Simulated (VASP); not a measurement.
# ZnS in VASP: a series of runs

Runs on ZnS. Level: r2SCAN. Tasks: single point.

Program: VASP 6.6.1. These are calculated values, not measurements. Logs are shortened: lines on timing, memory, paths and dates and some standing lists are left out, and cuts for length are marked.

**1. The cell of the first run**

It takes space group F-43m (No. 216, cubic). Conventional cell: a = 5.490 Å, b = 5.490 Å, c = 5.490 Å, α = 90.00°, β = 90.00°, γ = 90.00°. Within 3.1 Å of Zn (site symmetry -43m) lie 4 S at 2.38 Å. S (site symmetry -43m) has 4 Zn at 2.38 Å within 3.1 Å.

**2. Single point, r2SCAN (strain +0.015 along x and y, +0.015 along z)**

The input, POSCAR:

```
ZnS
1.0
    0.0000000000      2.7452197500      2.7452197500
    2.7452197500      0.0000000000      2.7452197500
    2.7452197500      2.7452197500      0.0000000000
Zn S
1 1
Direct
    0.0000000000      0.0000000000      0.0000000000
    0.7500000000      0.7500000000      0.7500000000
```

The input, INCAR.step1:

```
SYSTEM = ZnS
ALGO = Normal
EDIFF = 1E-4
ENCUT = 520
GGA = PE
ISMEAR = 0
LASPH = .TRUE.
LCHARG = .FALSE.
LREAL = .FALSE.
LWAVE = .TRUE.
NBANDS = 16
NELM = 60
PREC = Accurate
SIGMA = 0.05
```

The input, INCAR.step2:

```
SYSTEM = ZnS
ALGO = Normal
EDIFF = 1E-7
ENCUT = 520
ISIF = 2
ISMEAR = 0
ISTART = 1
LASPH = .TRUE.
LCHARG = .TRUE.
LELF = .TRUE.
LMIXTAU = .TRUE.
LREAL = .FALSE.
LVHAR = .TRUE.
LWAVE = .FALSE.
METAGGA = R2SCAN
NBANDS = 16
NELM = 60
PREC = Accurate
SIGMA = 0.05
```

The input, KPOINTS:

```
k-points
0
G
  8 8 8
  0 0 0
```

Potentials or basis: VASP PAW PBE potentials, release 64 (Zn, S).

Started as:

```sh
cat potpaw_PBE.64/Zn/POTCAR potpaw_PBE.64/S/POTCAR > POTCAR
cp INCAR.step1 INCAR
mpirun -np 1 vasp_std > vasp.out
cp INCAR.step2 INCAR
mpirun -np 1 vasp_std > vasp.out
```

OUTCAR:

```text
SYSTEM = ZnS
   EDIFF = 1E-7
   ENCUT = 520
   ISIF = 2
   ISMEAR = 0
   ISTART = 1
   LASPH = .TRUE.
   LREAL = .FALSE.
   METAGGA = R2SCAN
   NELM = 60
   PREC = Accurate

 ion  position               nearest neighbor table
   1  0.000  0.000  0.000-   2 2.38   2 2.38   2 2.38   2 2.38
   2  0.750  0.750  0.750-   1 2.38   1 2.38   1 2.38   1 2.38

  LATTYP: Found a face centered cubic cell.
 ALAT       =     5.4904395000

  Lattice vectors:

 A1 = (   0.0000000000,   2.7452197500,   2.7452197500)
 A2 = (   2.7452197500,   0.0000000000,   2.7452197500)
 A3 = (   2.7452197500,   2.7452197500,   0.0000000000)

Analysis of symmetry for initial positions (statically):
=====================================================================
 Subroutine PRICEL returns:
 Original cell was already a primitive cell.

 Routine SETGRP: Setting up the symmetry group for a
 face centered cubic supercell.

 Subroutine GETGRP returns: Found 24 space group operations
 (whereof 24 operations were pure point group operations)
 out of a pool of 48 trial point group operations.

The static configuration has the point symmetry T_d .

Analysis of symmetry for dynamics (positions and initial velocities):
=====================================================================
 Subroutine PRICEL returns:
 Original cell was already a primitive cell.

 Routine SETGRP: Setting up the symmetry group for a
 face centered cubic supercell.

 Subroutine GETGRP returns: Found 24 space group operations
 (whereof 24 operations were pure point group operations)
 out of a pool of 48 trial point group operations.

The dynamic configuration has the point symmetry T_d .

 Subroutine INISYM returns: Found 24 space group operations
 (whereof 24 operations are pure point group operations),
 and found     1 'primitive' translations

----------------------------------------------------------------------------------------

                                     Primitive cell

  volume of cell :      41.3772

  direct lattice vectors                    reciprocal lattice vectors
     0.000000000  2.745219750  2.745219750    -0.182134782  0.182134782  0.182134782
     2.745219750  0.000000000  2.745219750     0.182134782 -0.182134782  0.182134782
     2.745219750  2.745219750  0.000000000     0.182134782  0.182134782 -0.182134782

  length of vectors
     3.882327002  3.882327002  3.882327002     0.315466696  0.315466696  0.315466696

  position of ions in fractional coordinates (direct lattice)
     0.000000000  0.000000000  0.000000000
     0.750000000  0.750000000  0.750000000

  ion indices of the primitive-cell ions
   primitive index   ion index
                 1           1
                 2           2

----------------------------------------------------------------------------------------

 KPOINTS: k-points

Automatic generation of k-mesh.
 Grid dimensions read from file:
 generate k-points for:    8    8    8

 Generating k-lattice:

  Cartesian coordinates                     Fractional coordinates (reciprocal lattice)
    -0.022766848  0.022766848  0.022766848     0.125000000  0.000000000  0.000000000
     0.022766848 -0.022766848  0.022766848     0.000000000  0.125000000  0.000000000
     0.022766848  0.022766848 -0.022766848     0.000000000  0.000000000  0.125000000

  Length of vectors
     0.039433337  0.039433337  0.039433337

  Shift w.r.t. Gamma in fractional coordinates (k-lattice)
     0.000000000  0.000000000  0.000000000

 Subroutine IBZKPT returns following result:
 ===========================================

 Found     29 irreducible k-points:

 Following reciprocal coordinates:
            Coordinates               Weight
  0.000000  0.000000  0.000000      1.000000
  0.125000  0.000000  0.000000      8.000000
  0.250000  0.000000  0.000000      8.000000
  0.375000  0.000000  0.000000      8.000000
  0.500000  0.000000  0.000000      4.000000
  0.125000  0.125000  0.000000      6.000000
[... 16 lines left out ...]
  0.500000  0.250000  0.125000     48.000000
 -0.375000  0.250000  0.125000     24.000000
 [... further k-points ...]
   k-points           NKPTS =     29   k-points in BZ     NKDIM =     29   number of bands    NBANDS=     16
   number of dos      NEDOS =    301   number of ions     NIONS =      2
   total plane-waves  NPLWV =  27000
   dimension x,y,z NGX =    30 NGY =   30 NGZ =   30
   dimension x,y,z NGXF=    60 NGYF=   60 NGZF=   60
   ions per type =               1   1
   NGX,Y,Z   is equivalent  to a cutoff of  12.85, 12.85, 12.85 a.u.
   NGXF,Y,Z  is equivalent  to a cutoff of  25.69, 25.69, 25.69 a.u.
 SYSTEM =  ZnS
   PREC   = accura    normal or accurate (medium, high low for compatibility)
   ISTART =      1    job   : 0-new  1-cont  2-samecut
   ICHARG =      0    charge: 1-file 2-atom 10-const
   ISPIN  =      1    spin polarized calculation?
   LNONCOLLINEAR =      F non collinear calculations
   LSORBIT =      F    spin-orbit coupling
   LASPH  =      T    aspherical Exc in radial PAW
   ENCUT  =  520.0 eV  38.22 Ry    6.18 a.u.   7.22  7.22  7.22*2*pi/ulx,y,z
   NELM   =     60;   NELMIN=  2; NELMDL=  0     # of ELM steps
   EDIFF  = 0.1E-06   stopping-criterion for ELM
   LREAL  =      F    real-space projection
   EDIFFG = 0.1E-05   stopping-criterion for IOM
   NSW    =      0    number of steps for IOM
   IBRION =     -1    ionic relax: 0-MD 1-quasi-New 2-CG
   NFREE  =      0    steps in history (QN), initial steepest desc. (CG)
   ISIF   =      2    stress and relaxation
   ISYM   =      2    0-nonsym 1-usesym 2-fastsym
   POTIM  = 0.5000    time-step for ionic-motion
   TEBEG  =    0.0;   TEEND  =   0.0 temperature during run
   PSTRESS=    0.0 pullay stress
   NELECT =      18.0000    total number of electrons
   NUPDOWN=      -1.0000    fix difference up-down
   EMIN   =  10.00;   EMAX   =-10.00  energy-range for DOS
   EFERMI =   0.00;   METHOD = LEGACY
   ISMEAR =     0;   SIGMA  =   0.05  broadening in eV -4-tet -1-fermi 0-gaus
   EFERMI_NEDOS =   21; number of points for ismear=-14 and -15
   IALGO  =     38    algorithm
   IMIX   =      4    mixing-type and parameters
     AMIX     =   0.40;   BMIX     =  1.00
     AMIX_MAG =   1.60;   BMIX_MAG =  1.00
  volume/ion in A,a.u.               =      20.69       139.61
  Fermi-wavevector in a.u.,A,eV,Ry     =   1.240448  2.344107 20.935436  1.538711
  Thomas-Fermi vector in A             =   2.374888
   LORBIT       =      0    0 simple, 1 ext, 2 COOP (PROOUT), +10 PAW based schemes
   METAGGA = R2SCAN    functional components
   LHFCALC =     F    Hartree Fock is set to
   AEXX    =    0.0000 exact exchange contribution
   IVDW    =     0    specifies the selected vdW correction
   LEPSILON=     F    determine dielectric tensor
   LRPA    =     F    only Hartree local field effects (RPA)
 non-spin polarized calculation
 Gauss-broadening in eV      SIGMA  =   0.05
  energy-cutoff  :      520.00
  volume of cell :       41.38
 maximum number of plane-waves:      1139
 NGX is ok and might be reduce to    30
   NGX = 15   NGY = 15   NGZ = 15

 number of electron      17.9999997 magnetization

 Free energy of the ion-electron system (eV)
  ---------------------------------------------------
  ext. energy  EPLUGINS =         0.00000000
  ---------------------------------------------------
  free energy    TOTEN  =       -18.83784193 eV

  energy without entropy =      -18.83784193  energy(sigma->0) =      -18.83784193

 E-fermi :   1.6123     XC(G=0): -10.0453

 val. band max:        1.3960284439   @ k =   0.0000   0.0000   0.0000
 cond. band min:       3.8512607812   @ k =   0.0000   0.0000   0.0000
 fundamental gap:      2.4552323373
 Fermi energy:         1.6122867961

 k-point     1 :       0.0000    0.0000    0.0000
  band No.  band energies     occupation
      1     -11.9475      2.00000
      2      -4.9263      2.00000
      3      -4.9263      2.00000
      4      -4.9263      2.00000
      5      -4.4403      2.00000
      6      -4.4403      2.00000
[... 8 lines left out ...]
     15      13.6437      0.00000
     16      13.6437      0.00000

 k-point     2 :       0.1250    0.0000    0.0000
  band No.  band energies     occupation
      1     -11.8378      2.00000
      2      -4.9187      2.00000
      3      -4.9064      2.00000
      4      -4.9064      2.00000
      5      -4.4416      2.00000
      6      -4.4416      2.00000
[... 8 lines left out ...]
     15      13.0501      0.00000
     16      14.4550      0.00000

 k-point     3 :       0.2500    0.0000    0.0000
  band No.  band energies     occupation
      1     -11.5533      2.00000
      2      -4.8620      2.00000
      3      -4.8620      2.00000
      4      -4.8555      2.00000
      5      -4.4388      2.00000
      6      -4.4387      2.00000
[... 8 lines left out ...]
     15      12.8565      0.00000
     16      14.0182      0.00000

 k-point     4 :       0.3750    0.0000    0.0000
  band No.  band energies     occupation
      1     -11.2339      2.00000
      2      -4.8256      2.00000
      3      -4.8255      2.00000
      4      -4.6265      2.00000
      5      -4.4247      2.00000
      6      -4.4246      2.00000
[... 8 lines left out ...]
     15      13.9834      0.00000
     16      13.9834      0.00000
[... 324 lines left out ...]
 k-point    22 :       0.3750    0.2500    0.1250
  band No.  band energies     occupation
      1     -11.3312      2.00000
      2      -4.8760      2.00000
      3      -4.7970      2.00000
      4      -4.7674      2.00000
      5      -4.4592      2.00000
      6      -4.4066      2.00000
[... 8 lines left out ...]
     15      14.6924      0.00000
     16      16.8752      0.00000

 k-point    23 :       0.5000    0.2500    0.1250
  band No.  band energies     occupation
      1     -11.0653      2.00000
      2      -4.8058      2.00000
      3      -4.7648      2.00000
      4      -4.6052      2.00000
      5      -4.4232      2.00000
      6      -4.3728      2.00000
[... 8 lines left out ...]
     15      15.6521      0.00000
     16      16.2379      0.00000

 k-point    24 :      -0.3750    0.2500    0.1250
  band No.  band energies     occupation
      1     -10.9472      2.00000
      2      -4.7933      2.00000
      3      -4.7463      2.00000
      4      -4.4845      2.00000
      5      -4.4292      2.00000
      6      -4.1992      2.00000
[... 8 lines left out ...]
     15      15.3571      0.00000
     16      16.1688      0.00000

 [... further k-points ...]
[... 5 lines left out ...]
  --------------------------------------------------------------------------------------
  -------------------------------------------------------------------------------------
  Total       -0.9926825     -0.9926825     -0.9926825     -0.0000000     -0.0000000      0.0000000
  in kB      -38.4378944    -38.4378944    -38.4378944     -0.0000000     -0.0000000      0.0000000
  external PRESSURE =     -38.4378944 kB  Pullay stress =       0.0000000 kB

 VOLUME and BASIS-vectors are now :
 -----------------------------------------------------------------------------
  energy-cutoff  :      520.00
  volume of cell :       41.38
      direct lattice vectors                 reciprocal lattice vectors
     0.000000000  2.745219750  2.745219750    -0.182134782  0.182134782  0.182134782
     2.745219750  0.000000000  2.745219750     0.182134782 -0.182134782  0.182134782
     2.745219750  2.745219750  0.000000000     0.182134782  0.182134782 -0.182134782

 POSITION                                       TOTAL-FORCE (eV/Angst)
 -----------------------------------------------------------------------------------
      0.00000      0.00000      0.00000        -0.000000     -0.000000     -0.000000
      4.11783      4.11783      4.11783         0.000000      0.000000      0.000000
 -----------------------------------------------------------------------------------
    total drift:                               -0.000017     -0.000017     -0.000016

  FREE ENERGIE OF THE ION-ELECTRON SYSTEM (eV)
  ---------------------------------------------------
  free  energy   TOTEN  =       -18.8378419254 eV

  energy  without entropy=      -18.8378419254  energy(sigma->0) =      -18.83784193
```

Run time: 2.3 min. Hardware: 1 thread of Intel Xeon Platinum 8259CL at 2.50GHz (Skylake/Cascade Lake), shared host; peak memory 0.18 GiB.

Results:

```
Free energy            : -18.8378 eV
Pressure               : -3.8 GPa
Band gap on the k mesh : 2.46 eV, direct
```

Caveat: the cell differs from its parent crystal (strain +0.015 along x and y, +0.015 along z); the PAW data sets were made with another functional, which shifts forces and pressure a little.

**3. Single point, r2SCAN (strain +0.030 along x and y, +0.030 along z)**

The input, POSCAR:

```
ZnS
1.0
    0.0000000000      2.7857895000      2.7857895000
    2.7857895000      0.0000000000      2.7857895000
    2.7857895000      2.7857895000      0.0000000000
Zn S
1 1
Direct
    0.0000000000      0.0000000000      0.0000000000
    0.7500000000      0.7500000000      0.7500000000
```

The input, INCAR.step1:

```
PREC = Accurate
ENCUT = 520
ISMEAR = 0
SIGMA = 0.05
LREAL = False
LASPH = True
NELM = 60
NBANDS = 16
GGA = PE
ALGO = Normal
EDIFF = 1E-4
LWAVE = True
LCHARG = False
```

The input, INCAR.step2:

```
PREC = Accurate
ENCUT = 520
EDIFF = 1E-7
ISMEAR = 0
SIGMA = 0.05
LREAL = False
LASPH = True
NELM = 60
ALGO = Normal
ISIF = 2
LWAVE = False
LCHARG = True
METAGGA = R2SCAN
LMIXTAU = True
LELF = True
LVHAR = True
NBANDS = 16
ISTART = 1
```

The input, KPOINTS:

```
regular mesh
0
Gamma
  8 8 8
```

Potentials or basis: VASP PAW PBE potentials, release 64 (Zn, S).

Started as:

```sh
cat potpaw_PBE.64/Zn/POTCAR potpaw_PBE.64/S/POTCAR > POTCAR
cp INCAR.step1 INCAR
mpirun -np 1 vasp_std > vasp.out
cp INCAR.step2 INCAR
mpirun -np 1 vasp_std > vasp.out
```

Wall time 2.4 min (1 thread of Intel Xeon Platinum 8259CL at 2.50GHz (Skylake/Cascade Lake), shared host); peak memory 0.18 GiB.

The run converged. Its results:

```yaml
Free_energy: -18.7779 eV
Pressure: -6.3 GPa
Band_gap_on_the_k_mesh: 2.26 eV, direct
```

Levels at points of the mesh, in eV from the valence-band top:
| k point | band 5 | band 6 | band 7 | band 8 | band 9 | band 10 | band 11 | band 12 | band 13 | band 14 |
| --- | --- | --- | --- | --- | --- | --- | --- | --- | --- | --- |
| (0.00, 0.00, 0.00) | -5.75 | -5.75 | 0.00 | 0.00 | 0.00 | 2.26 | 6.95 | 6.95 | 6.95 | 11.97 |
| (0.50, 0.00, 0.00) | -5.73 | -5.58 | -4.80 | -0.76 | -0.76 | 3.62 | 7.43 | 7.43 | 9.03 | 12.39 |
| (0.50, 0.50, 0.00) | -5.69 | -5.57 | -4.25 | -1.96 | -1.96 | 3.91 | 4.46 | 11.08 | 12.17 | 12.17 |

Caveat: the cell differs from its parent crystal (strain +0.030 along x and y, +0.030 along z); the PAW data sets were made with another functional, which shifts forces and pressure a little.

**4. Single point, r2SCAN (strain -0.030 along x and y, -0.015 along z)**

The input, POSCAR:

```
ZnS
1.0
    0.0000000000      2.6235105000      2.6640802500
    2.6235105000      0.0000000000      2.6640802500
    2.6235105000      2.6235105000      0.0000000000
Zn S
1 1
Direct
    0.0000000000      0.0000000000      0.0000000000
    0.7500000000      0.7500000000      0.7500000000
```

The input, INCAR.step1:

```
SYSTEM = ZnS
ALGO = Normal
EDIFF = 1E-4
ENCUT = 520
GGA = PE
ISMEAR = 0
LASPH = .TRUE.
LCHARG = .FALSE.
LREAL = .FALSE.
LWAVE = .TRUE.
NBANDS = 16
NELM = 80
PREC = Accurate
SIGMA = 0.05
```

The input, INCAR.step2:

```
SYSTEM = ZnS
ALGO = Normal
EDIFF = 1E-6
ENCUT = 520
ISIF = 2
ISMEAR = 0
ISTART = 1
LASPH = .TRUE.
LCHARG = .FALSE.
LMIXTAU = .TRUE.
LREAL = .FALSE.
LWAVE = .FALSE.
METAGGA = R2SCAN
NBANDS = 16
NELM = 80
PREC = Accurate
SIGMA = 0.05
```

The input, KPOINTS:

```
k-points
0
G
  8 8 8
  0 0 0
```

Started as:

```sh
cat potpaw_PBE.64/Zn/POTCAR potpaw_PBE.64/S/POTCAR > POTCAR
cp INCAR.step1 INCAR
mpirun -np 1 vasp_std > vasp.out
cp INCAR.step2 INCAR
mpirun -np 1 vasp_std > vasp.out
```

Wall time 2.9 min (1 thread of Intel Xeon Platinum 8259CL at 2.50GHz (Skylake/Cascade Lake), shared host); peak memory 0.18 GiB.

It converged, with:

- Free energy: -18.8233 eV
- Pressure: 5.9 GPa
- Band gap on the k mesh: 3.00 eV, direct

Stress tensor (GPa, compression positive):
```
6.12 0.00 0.00
0.00 6.12 0.00
0.00 0.00 5.44
```

Levels at points of the mesh, in eV from the valence-band top:
```tsv
k point	band 7	band 8	band 9	band 10	band 11	band 12
(0.00, 0.00, 0.00)	-0.06	0.00	0.00	3.00	6.81	6.82
(0.50, 0.00, 0.00)	-5.89	-1.07	-0.97	3.94	7.25	7.39
(0.50, 0.50, 0.00)	-5.00	-2.53	-2.53	3.60	4.54	12.21
(0.50, 0.00, 0.50)	-4.90	-2.64	-2.60	3.51	4.38	12.40
```

Caveat: the cell differs from its parent crystal (strain -0.030 along x and y, -0.015 along z); the PAW data sets were made with another functional, which shifts forces and pressure a little.

**5. Summary**

```tsv
cell	gap on the mesh (eV)	pressure (GPa)
a = 3.882 Å, angles 60.0°, 2 atoms	2.46	-3.8
a = 3.940 Å, angles 60.0°, 2 atoms	2.26	-6.3
a = 3.739, b = 3.739, c = 3.710 Å, angles 60.3, 60.3, 59.5°, 2 atoms	3.00	5.9
```

Alike in all rows: task single point; level r2SCAN; potentials or basis VASP PAW PBE potentials, release 64 (Zn, S); no spin polarisation; k mesh 8 × 8 × 8; cutoff (eV) 520; smearing gaussian 0.05 eV.

Caveats: the PAW data sets were made with another functional, which shifts forces and pressure a little.

Absolute energies hang on the potentials; compare differences alone.
